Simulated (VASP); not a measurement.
Set up this calculation in VASP 6.6.1, as the native input.

```yaml
Task: single point
Functional: r2SCAN
Potentials_or_basis: VASP PAW PBE potentials, release 64 (H)
Cutoff: 520 eV
k_mesh: 4 × 4 × 4
Occupations: gaussian, width 0.02 eV
Spin: no spin polarisation
Dipole_correction: no
Further_INCAR_settings: ALGO = Normal; EDIFF = 1e-06; NBANDS = 10
```

Crystal: H.

```
CELL_PARAMETERS angstrom
2.62348 -2.56690 0.00000
2.62348 2.56690 0.00000
0.00000 0.00000 4.14182
ATOMIC_POSITIONS crystal
H 0.95330 0.04670 0.06851
H 0.45330 0.54670 0.43149
H 0.54670 0.45330 0.56851
H 0.04670 0.95330 0.93149
```

These files were run (other wordings do the same):

POSCAR

```
H
1.0
    2.6234813799     -2.5669048168      0.0000000000
    2.6234813799      2.5669048168      0.0000000000
    0.0000000000      0.0000000000      4.1418180000
H
4
Direct
    0.9532956300      0.0467043700      0.0685088900
    0.4532956300      0.5467043700      0.4314911100
    0.5467043700      0.4532956300      0.5685088900
    0.0467043700      0.9532956300      0.9314911100
```

INCAR.step1

```
SYSTEM = H
ALGO = Normal
EDIFF = 1E-4
ENCUT = 520
GGA = PE
ISMEAR = 0
LASPH = .True.
LCHARG = .False.
LREAL = .False.
LWAVE = .True.
NBANDS = 10
NELM = 60
PREC = Accurate
SIGMA = 0.02
```

INCAR.step2

```
SYSTEM = H
ALGO = Normal
EDIFF = 1E-6
ENCUT = 520
ISIF = 2
ISMEAR = 0
ISTART = 1
LASPH = .True.
LCHARG = .False.
LMIXTAU = .True.
LREAL = .False.
LWAVE = .False.
METAGGA = R2SCAN
NBANDS = 10
NELM = 60
PREC = Accurate
SIGMA = 0.02
```

KPOINTS

```
k-points
0
Gamma
  4 4 4
  0 0 0
```

Potentials or basis: VASP PAW PBE potentials, release 64 (H).

Command:

```sh
$ cat potpaw_PBE.64/H/POTCAR > POTCAR
$ cp INCAR.step1 INCAR
$ mpirun -np 1 vasp_std > vasp.out
$ cp INCAR.step2 INCAR
$ mpirun -np 1 vasp_std > vasp.out
```

Results of the run:

```yaml
Pressure: -0.2 GPa
Largest_force: 0.026 eV/Å
Band_gap_on_the_k_mesh: 10.10 eV, indirect (least direct gap 10.71 eV)
```

Caveat: the k points lie up to 0.43 Å⁻¹ apart; the PAW data sets were made with another functional, which shifts forces and pressure a little.

Run time: 34 s on 1 thread of Intel(R) Xeon(R) Platinum 8559C (Emerald Rapids) (shared host), peak memory 0.16 GiB.
